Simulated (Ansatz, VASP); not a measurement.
**Two plane-wave programs on NaNb**

```
Na Nb
1.0
     0.00000    2.86345    2.86345
     2.86345    0.00000    2.86345
     2.86345    2.86345    0.00000
Na Nb
1 1
Direct
  0.00000 0.00000 0.00000
  0.50000 0.50000 0.50000
```

Alike in both runs: functional PBE; k mesh 16 × 16 × 16; occupations gaussian, width 0.1 eV; collinear spin.

Ansatz relaxed the structure, and its values are those at the end. VASP's run is a single point on that final structure, the one shown.

```csv
,VASP,Ansatz
version,VASP 6.6.1,Ansatz 0.2.0
potentials or method,"VASP PAW PBE potentials, release 64 (Na_pv, Nb_sv), cutoff 520 eV","scalar-relativistic, plane waves, PAW"
valence electrons in the cell,20,22
```

|  | VASP | Ansatz | Ansatz less VASP |
| --- | --- | --- | --- |
| gap on the k mesh at the Fermi level (eV) | none | none | - |
| pressure (GPa) | -2.4 | 0.0 | +2.45 |
| net moment per atom (μB) | 0.00 | 0.96 | +0.961 |
| size of the moment on the site where the two differ most (μB) | 0.00 | 1.32 | +1.323 |

The net moments are unlike, so the other rows may belong to different states. Site moments also hang on the region over which each program counts them. A gap of «none» marks a metal or a gap that the smearing closes. VASP's potentials hold 20 valence electrons a cell and Ansatz's 22, so a difference there can come from the potentials and not from the codes.
